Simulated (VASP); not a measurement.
Set up this calculation in VASP 6.6.1, as the native input.

- Task: single point
- Functional: PBE
- Potentials or basis: VASP PAW PBE potentials, release 64 (Ba_sv, Sr_sv, O)
- Cutoff: 520 eV
- k mesh: 12 × 12 × 12
- Occupations: gaussian, width 0.01 eV
- Spin: no spin polarisation
- Dipole correction: no
- Further INCAR settings: ALGO = Normal; EDIFF = 1e-06; NBANDS = 29

The structure of BaSr2O2 lies in POSCAR:

```
BaSr2O2
1.0
   -2.3326915198      2.3326915198      6.5358647840
    2.3326915198     -2.3326915198      6.5358647840
    2.3326915198      2.3326915198     -6.5358647840
Ba Sr O
1 2 2
Direct
    0.0000000000      0.0000000000      0.0000000000
    0.3089548503      0.3089548503      0.0000000000
    0.6910451497      0.6910451497      0.0000000000
    0.2500000000      0.7500000000      0.5000000000
    0.7500000000      0.2500000000      0.5000000000
```

These files were run (other wordings do the same):

INCAR

```
SYSTEM = BaSr2O2
PREC = Accurate
ENCUT = 520
EDIFF = 1E-6
ISMEAR = 0
SIGMA = 0.01
LREAL = .False.
LASPH = .True.
NELM = 60
ALGO = Normal
ISIF = 2
LWAVE = .False.
LCHARG = .False.
GGA = PE
NBANDS = 29
```

KPOINTS

```
regular mesh
0
Gamma
  12 12 12
  0 0 0
```

Potentials or basis: VASP PAW PBE potentials, release 64 (Ba_sv, Sr_sv, O).

Launch:

```bash
$ cat potpaw_PBE.64/Ba_sv/POTCAR potpaw_PBE.64/Sr_sv/POTCAR potpaw_PBE.64/O/POTCAR > POTCAR
$ mpirun -np 1 vasp_std > vasp.out
```

Results of the run:

```json
{
  "Pressure": "0.3 GPa",
  "Largest force": "0.059 eV/Å",
  "Band gap on the k mesh": "0.03 eV, direct"
}
```

Caveat: spin-orbit coupling is left out, which moves the levels of the heavy elements.

Run time: 26 min on 1 thread of Intel(R) Xeon(R) Platinum 8259CL CPU @ 2.50GHz (Skylake/Cascade Lake) (shared host), peak memory 0.88 GiB.
